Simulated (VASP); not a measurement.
Input of a VASP 6.6.1 run:

Contents of INCAR:

```
SYSTEM = C
PREC = Accurate
ENCUT = 520
EDIFF = 1E-7
ISMEAR = -1
SIGMA = 0.08
LREAL = .False.
LASPH = .True.
NELM = 60
ALGO = Normal
ISIF = 2
LWAVE = .False.
LCHARG = .False.
GGA = PE
NBANDS = 11
```

The input KPOINTS:

```
regular mesh
0
Gamma
  20 20 20
  0 0 0
```

The input POSCAR:

```
C
1.0
    0.0000000000      1.7981395114      1.7981395114
    1.7981395114      0.0000000000      1.7981395114
    1.7981395114      1.7981395114      0.0000000000
C
2
Direct
    0.5000000000      0.5000000000      0.5000000000
    0.7500000000      0.7500000000      0.7500000000
```

Potentials or basis: VASP PAW PBE potentials, release 64 (C).

Command:

```sh
$ cat potpaw_PBE.64/C/POTCAR > POTCAR
$ mpirun -np 1 vasp_std > vasp.out
```

Question: Predict the pressure.

Answer: -8.0 GPa.

Question: Predict the band gap on the k mesh.

Answer: 4.08 eV (least direct gap 5.52 eV).

Caveat: the cell stands under tension. A k mesh can miss the band edges.
